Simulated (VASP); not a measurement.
# TaN in VASP: notebook

TaN is run at these levels: PBEsol; tasks: single point.

All numbers are computed with VASP 6.6.1; they aren't measurements. Logs are shortened: lines on timing, memory, paths and dates and some standing lists are left out, and cuts for length are marked.

### Step 1. The cell of the first run

The structure is cubic, space group Fm-3m (No. 225). Conventional cell: a = 4.310 Å, b = 4.310 Å, c = 4.310 Å, α = 90.00°, β = 90.00°, γ = 90.00°. Within 2.9 Å of Ta (site symmetry m-3m) lie 6 N at 2.16 Å. N (site symmetry m-3m) has 6 Ta at 2.16 Å within 2.9 Å.

### Step 2. Single point, PBEsol (strain -0.015 along x and y, -0.015 along z)

Input file INCAR:

```
SYSTEM = TaN
ALGO = Normal ; EDIFF = 1E-6
ENCUT = 520 ; GGA = PS
ISIF = 2 ; ISMEAR = 0
LASPH = .TRUE. ; LCHARG = .TRUE.
LELF = .TRUE. ; LREAL = .FALSE.
LVHAR = .TRUE. ; LWAVE = .FALSE.
NBANDS = 15 ; NELM = 80
PREC = Accurate ; SIGMA = 0.15
```

Input file KPOINTS:

```
k-points
0
G
  24 24 24
  0 0 0
```

Input file POSCAR:

```
TaN
1.0
    0.0000000000      2.1550270330      2.1550270330
    2.1550270330      0.0000000000      2.1550270330
    2.1550270330      2.1550270330      0.0000000000
Ta N
1 1
Direct
    0.5000000000      0.5000000000      0.5000000000
    0.0000000000      0.0000000000      0.0000000000
```

Potentials or basis: VASP PAW PBE potentials, release 64 (Ta_pv, N).

On the command line:

```console
> cat potpaw_PBE.64/Ta_pv/POTCAR potpaw_PBE.64/N/POTCAR > POTCAR
> mpirun -np 1 vasp_std > vasp.out
```

OUTCAR:

```text
SYSTEM = TaN
   EDIFF = 1E-6
   ENCUT = 520
   GGA = PS
   ISIF = 2
   ISMEAR = 0
   LASPH = .TRUE.
   LREAL = .FALSE.
   NELM = 80
   PREC = Accurate

 ion  position               nearest neighbor table
   1  0.500  0.500  0.500-   2 2.16   2 2.16   2 2.16   2 2.16   2 2.16   2 2.16
   2  0.000  0.000  0.000-   1 2.16   1 2.16   1 2.16   1 2.16   1 2.16   1 2.16

  LATTYP: Found a face centered cubic cell.
 ALAT       =     4.3100540660

  Lattice vectors:

 A1 = (   0.0000000000,   2.1550270330,   2.1550270330)
 A2 = (   2.1550270330,   0.0000000000,   2.1550270330)
 A3 = (   2.1550270330,   2.1550270330,   0.0000000000)

Analysis of symmetry for initial positions (statically):
=====================================================================
 Subroutine PRICEL returns:
 Original cell was already a primitive cell.

 Routine SETGRP: Setting up the symmetry group for a
 face centered cubic supercell.

 Subroutine GETGRP returns: Found 48 space group operations
 (whereof 48 operations were pure point group operations)
 out of a pool of 48 trial point group operations.

The static configuration has the point symmetry O_h .

Analysis of symmetry for dynamics (positions and initial velocities):
=====================================================================
 Subroutine PRICEL returns:
 Original cell was already a primitive cell.

 Routine SETGRP: Setting up the symmetry group for a
 face centered cubic supercell.

 Subroutine GETGRP returns: Found 48 space group operations
 (whereof 48 operations were pure point group operations)
 out of a pool of 48 trial point group operations.

The dynamic configuration has the point symmetry O_h .

 Subroutine INISYM returns: Found 48 space group operations
 (whereof 48 operations are pure point group operations),
 and found     1 'primitive' translations

----------------------------------------------------------------------------------------

                                     Primitive cell

  volume of cell :      20.0165

  direct lattice vectors                    reciprocal lattice vectors
     0.000000000  2.155027033  2.155027033    -0.232015651  0.232015651  0.232015651
     2.155027033  0.000000000  2.155027033     0.232015651 -0.232015651  0.232015651
     2.155027033  2.155027033  0.000000000     0.232015651  0.232015651 -0.232015651

  length of vectors
     3.047668457  3.047668457  3.047668457     0.401862896  0.401862896  0.401862896

  position of ions in fractional coordinates (direct lattice)
     0.500000000  0.500000000  0.500000000
     0.000000000  0.000000000  0.000000000

  ion indices of the primitive-cell ions
   primitive index   ion index
                 1           1
                 2           2

----------------------------------------------------------------------------------------

 KPOINTS: k-points

Automatic generation of k-mesh.
 Grid dimensions read from file:
 generate k-points for:   24   24   24

 Generating k-lattice:

  Cartesian coordinates                     Fractional coordinates (reciprocal lattice)
    -0.009667319  0.009667319  0.009667319     0.041666667  0.000000000  0.000000000
     0.009667319 -0.009667319  0.009667319     0.000000000  0.041666667  0.000000000
     0.009667319  0.009667319 -0.009667319     0.000000000  0.000000000  0.041666667

  Length of vectors
     0.016744287  0.016744287  0.016744287

  Shift w.r.t. Gamma in fractional coordinates (k-lattice)
     0.000000000  0.000000000  0.000000000

 Subroutine IBZKPT returns following result:
 ===========================================

 Found    413 irreducible k-points:

 Following reciprocal coordinates:
            Coordinates               Weight
  0.000000  0.000000  0.000000      1.000000
  0.041667  0.000000  0.000000      8.000000
  0.083333  0.000000  0.000000      8.000000
  0.125000  0.000000  0.000000      8.000000
  0.166667  0.000000  0.000000      8.000000
  0.208333  0.000000  0.000000      8.000000
[... 16 lines left out ...]
  0.416667  0.041667  0.000000     24.000000
  0.458333  0.041667  0.000000     24.000000
 [... further k-points ...]
   k-points           NKPTS =    413   k-points in BZ     NKDIM =    413   number of bands    NBANDS=     15
   number of dos      NEDOS =    301   number of ions     NIONS =      2
   total plane-waves  NPLWV =  13824
   dimension x,y,z NGX =    24 NGY =   24 NGZ =   24
   dimension x,y,z NGXF=    48 NGYF=   48 NGZF=   48
   ions per type =               1   1
   NGX,Y,Z   is equivalent  to a cutoff of  13.09, 13.09, 13.09 a.u.
   NGXF,Y,Z  is equivalent  to a cutoff of  26.18, 26.18, 26.18 a.u.
 SYSTEM =  TaN
   PREC   = accura    normal or accurate (medium, high low for compatibility)
   ISTART =      0    job   : 0-new  1-cont  2-samecut
   ICHARG =      2    charge: 1-file 2-atom 10-const
   ISPIN  =      1    spin polarized calculation?
   LNONCOLLINEAR =      F non collinear calculations
   LSORBIT =      F    spin-orbit coupling
   LASPH  =      T    aspherical Exc in radial PAW
   ENCUT  =  520.0 eV  38.22 Ry    6.18 a.u.   5.67  5.67  5.67*2*pi/ulx,y,z
   NELM   =     80;   NELMIN=  2; NELMDL= -5     # of ELM steps
   EDIFF  = 0.1E-05   stopping-criterion for ELM
   LREAL  =      F    real-space projection
   EDIFFG = 0.1E-04   stopping-criterion for IOM
   NSW    =      0    number of steps for IOM
   IBRION =     -1    ionic relax: 0-MD 1-quasi-New 2-CG
   NFREE  =      0    steps in history (QN), initial steepest desc. (CG)
   ISIF   =      2    stress and relaxation
   ISYM   =      2    0-nonsym 1-usesym 2-fastsym
   POTIM  = 0.5000    time-step for ionic-motion
   TEBEG  =    0.0;   TEEND  =   0.0 temperature during run
   PSTRESS=    0.0 pullay stress
   NELECT =      16.0000    total number of electrons
   NUPDOWN=      -1.0000    fix difference up-down
   EMIN   =  10.00;   EMAX   =-10.00  energy-range for DOS
   EFERMI =   0.00;   METHOD = LEGACY
   ISMEAR =     0;   SIGMA  =   0.15  broadening in eV -4-tet -1-fermi 0-gaus
   EFERMI_NEDOS =   21; number of points for ismear=-14 and -15
   IALGO  =     38    algorithm
   IMIX   =      4    mixing-type and parameters
     AMIX     =   0.40;   BMIX     =  1.00
     AMIX_MAG =   1.60;   BMIX_MAG =  1.00
  volume/ion in A,a.u.               =      10.01        67.54
  Fermi-wavevector in a.u.,A,eV,Ry     =   1.519330  2.871117 31.407193  2.308364
  Thomas-Fermi vector in A             =   2.628330
   LORBIT       =      0    0 simple, 1 ext, 2 COOP (PROOUT), +10 PAW based schemes
   GGA     = PS    functional components
   LHFCALC =     F    Hartree Fock is set to
   AEXX    =    0.0000 exact exchange contribution
   IVDW    =     0    specifies the selected vdW correction
   LEPSILON=     F    determine dielectric tensor
   LRPA    =     F    only Hartree local field effects (RPA)
 non-spin polarized calculation
 Gauss-broadening in eV      SIGMA  =   0.15
  energy-cutoff  :      520.00
  volume of cell :       20.02
 maximum number of plane-waves:       556
   NGX = 11   NGY = 11   NGZ = 11

 number of electron      15.9999998 magnetization

 Free energy of the ion-electron system (eV)
  ---------------------------------------------------
  ext. energy  EPLUGINS =         0.00000000
  ---------------------------------------------------
  free energy    TOTEN  =       -23.15903297 eV

  energy without entropy =      -23.14940769  energy(sigma->0) =      -23.15422033

 E-fermi :  10.0725     XC(G=0): -13.9249

 val. band max:       10.0722386142   @ k =  -0.1250   0.1250   0.0417
 cond. band min:      10.0726581047   @ k =   0.4167   0.0833   0.0417
 fundamental gap:      0.0004194904
 Fermi energy:        10.0724902263

 k-point     1 :       0.0000    0.0000    0.0000
  band No.  band energies     occupation
      1     -25.5141      2.00000
      2     -25.5141      2.00000
      3     -25.5141      2.00000
      4      -9.2361      2.00000
      5       6.1085      2.00000
      6       6.1085      2.00000
      7       6.1086      2.00000
      8       7.7679      2.00000
      9       7.7679      2.00000
     10       7.7679      2.00000
     11      10.1124      0.70683
     12      10.1124      0.70683
     13      12.1597      0.00000
     14      19.4716      0.00000
     15      22.5791      0.00000

 k-point     2 :       0.0417    0.0000    0.0000
  band No.  band energies     occupation
      1     -25.5344      2.00000
      2     -25.5158      2.00000
      3     -25.5158      2.00000
      4      -9.1874      2.00000
      5       5.8431      2.00000
      6       5.9260      2.00000
      7       5.9260      2.00000
      8       7.8512      2.00000
      9       7.8512      2.00000
     10       7.9042      2.00000
     11      10.3132      0.02326
     12      10.3132      0.02326
     13      12.2893      0.00000
     14      19.6158      0.00000
     15      22.5790      0.00000

 k-point     3 :       0.0833    0.0000    0.0000
  band No.  band energies     occupation
      1     -25.5936      2.00000
      2     -25.5209      2.00000
      3     -25.5209      2.00000
      4      -9.0439      2.00000
      5       5.2319      2.00000
      6       5.4901      2.00000
      7       5.4901      2.00000
      8       8.0551      2.00000
      9       8.0551      2.00000
     10       8.1596      2.00000
     11      10.8475      0.00000
     12      10.8475      0.00000
     13      12.6511      0.00000
     14      20.0348      0.00000
     15      22.5788      0.00000

 k-point     4 :       0.1250    0.0000    0.0000
  band No.  band energies     occupation
      1     -25.6863      2.00000
      2     -25.5290      2.00000
      3     -25.5290      2.00000
      4      -8.8131      2.00000
      5       4.4786      2.00000
      6       4.9564      2.00000
      7       4.9564      2.00000
      8       8.3402      2.00000
      9       8.3402      2.00000
     10       8.4100      2.00000
     11      11.5919      0.00000
     12      11.5919      0.00000
     13      13.1787      0.00000
     14      20.6869      0.00000
     15      22.5783      0.00000
[... 307 lines left out ...]
 k-point    22 :       0.3750    0.0417    0.0000
  band No.  band energies     occupation
      1     -26.4108      2.00000
      2     -25.6115      2.00000
      3     -25.5981      2.00000
      4      -6.5895      2.00000
      5       0.2639      2.00000
      6       2.4152      2.00000
      7       2.5945      2.00000
      8      10.1456      0.49062
      9      11.2294      0.00000
     10      11.4042      0.00000
     11      15.4159      0.00000
     12      16.2538      0.00000
     13      17.1571      0.00000
     14      22.4132      0.00000
     15      22.8331      0.00000

 k-point    23 :       0.4167    0.0417    0.0000
  band No.  band energies     occupation
      1     -26.4980      2.00000
      2     -25.6175      2.00000
      3     -25.6100      2.00000
      4      -6.2276      2.00000
      5      -0.2323      2.00000
      6       2.2194      2.00000
      7       2.3477      2.00000
      8      10.7425      0.00000
      9      11.7480      0.00000
     10      11.8394      0.00000
     11      15.1354      0.00000
     12      17.0486      0.00000
     13      17.7495      0.00000
     14      22.3202      0.00000
     15      22.7731      0.00000

 k-point    24 :       0.4583    0.0417    0.0000
  band No.  band energies     occupation
      1     -26.5568      2.00000
      2     -25.6202      2.00000
      3     -25.6196      2.00000
      4      -5.9560      2.00000
      5      -0.5895      2.00000
      6       2.1033      2.00000
      7       2.1755      2.00000
      8      11.3475      0.00000
      9      12.1229      0.00000
     10      12.1448      0.00000
     11      14.6864      0.00000
     12      17.7159      0.00000
     13      18.1661      0.00000
     14      22.2686      0.00000
     15      22.7365      0.00000

 [... further k-points ...]

------------------------ aborting loop because EDIFF is reached ----------------------------------------

  FORCE on cell =-STRESS in cart. coord.  units (eV):
  Direction    XX          YY          ZZ          XY          YZ          ZX
  --------------------------------------------------------------------------------------
  -------------------------------------------------------------------------------------
  Total        2.3940417      2.3940417      2.3940417     -0.0000000      0.0000000      0.0000000
  in kB      191.6258669    191.6258669    191.6258669     -0.0000000      0.0000000      0.0000000
  external PRESSURE =     191.6258669 kB  Pullay stress =       0.0000000 kB

 VOLUME and BASIS-vectors are now :
 -----------------------------------------------------------------------------
  energy-cutoff  :      520.00
  volume of cell :       20.02
      direct lattice vectors                 reciprocal lattice vectors
     0.000000000  2.155027033  2.155027033    -0.232015651  0.232015651  0.232015651
     2.155027033  0.000000000  2.155027033     0.232015651 -0.232015651  0.232015651
     2.155027033  2.155027033  0.000000000     0.232015651  0.232015651 -0.232015651

 POSITION                                       TOTAL-FORCE (eV/Angst)
 -----------------------------------------------------------------------------------
      2.15503      2.15503      2.15503         0.000000      0.000000      0.000000
      0.00000      0.00000      0.00000         0.000000      0.000000     -0.000000
 -----------------------------------------------------------------------------------
    total drift:                                0.000000     -0.000000     -0.000000

  FREE ENERGIE OF THE ION-ELECTRON SYSTEM (eV)
  ---------------------------------------------------
  free  energy   TOTEN  =       -23.1590329696 eV

  energy  without entropy=      -23.1494076860  energy(sigma->0) =      -23.15422033
```

It took 2.6 min on 1 thread of Intel Xeon 8259CL, shared host; peak memory 0.24 GiB.

Results:

| Property | Result |
| --- | --- |
| Free energy | -23.1590 eV |
| Pressure | 19.2 GPa |
| Band gap on the k mesh | zero (bands 8 and 9 overlap by 4.41 eV) |

Levels at points of the mesh, in eV from the Fermi level:
```csv
k point,band 4,band 5,band 6,band 7,band 8,band 9,band 10,band 11,band 12,band 13
"(0.00, 0.00, 0.00)",-19.31,-3.96,-3.96,-3.96,-2.30,-2.30,-2.30,0.04,0.04,2.09
"(0.50, 0.00, 0.00)",-15.84,-10.91,-8.03,-8.03,2.10,2.10,2.21,4.01,8.22,8.22
"(0.50, 0.50, 0.00)",-18.02,-6.74,-5.93,-4.75,-4.75,2.29,3.92,3.92,5.24,7.45
```

Caveat: the cell differs from its parent crystal (strain -0.015 along x and y, -0.015 along z); the cell stands under pressure; the PAW data sets were made with another functional, which shifts forces and pressure a little; spin-orbit coupling is left out, which moves the levels of the heavy elements.

### Step 3. Single point, PBEsol (strain +0.015 along x and y, +0.015 along z)

Input file INCAR:

```
SYSTEM = TaN
ALGO = Normal ; EDIFF = 1E-7
ENCUT = 520 ; GGA = PS
ISIF = 2 ; ISMEAR = 0
LASPH = .TRUE. ; LCHARG = .FALSE.
LREAL = .FALSE. ; LWAVE = .FALSE.
NBANDS = 15 ; NELM = 60
PREC = Accurate ; SIGMA = 0.15
```

KPOINTS is that of step 2.

Input file POSCAR:

```
TaN
1.0
    0.0000000000      2.2206623742      2.2206623742
    2.2206623742      0.0000000000      2.2206623742
    2.2206623742      2.2206623742      0.0000000000
Ta N
1 1
Direct
    0.5000000000      0.5000000000      0.5000000000
    0.0000000000      0.0000000000      0.0000000000
```

Potentials or basis: VASP PAW PBE potentials, release 64 (Ta_pv, N).

On the command line:

```console
> cat potpaw_PBE.64/Ta_pv/POTCAR potpaw_PBE.64/N/POTCAR > POTCAR
> mpirun -np 1 vasp_std > vasp.out
```

Wall time 2.7 min (1 thread of Intel Xeon 8259CL, shared host); peak memory 0.26 GiB.

Results (log left out):

```
Free energy            : -23.1776 eV
Pressure               : -13.6 GPa
Band gap on the k mesh : zero (bands 8 and 9 overlap by 3.86 eV)
```

Levels at points of the mesh, in eV from the Fermi level:
```
           k point  band 6  band 7  band 8  band 9  band 10  band 11
(0.00, 0.00, 0.00)   -3.70   -3.70   -2.04   -2.04    -2.04     0.02
(0.50, 0.00, 0.00)   -7.36   -7.36    1.82    1.82     1.92     3.71
(0.50, 0.50, 0.00)   -5.29   -4.54   -4.54    2.00     3.40     3.40
```

Caveat: the cell differs from its parent crystal (strain +0.015 along x and y, +0.015 along z); the cell stands under tension; the PAW data sets were made with another functional, which shifts forces and pressure a little; spin-orbit coupling is left out, which moves the levels of the heavy elements.

(Part 1 of 2 ends here.)
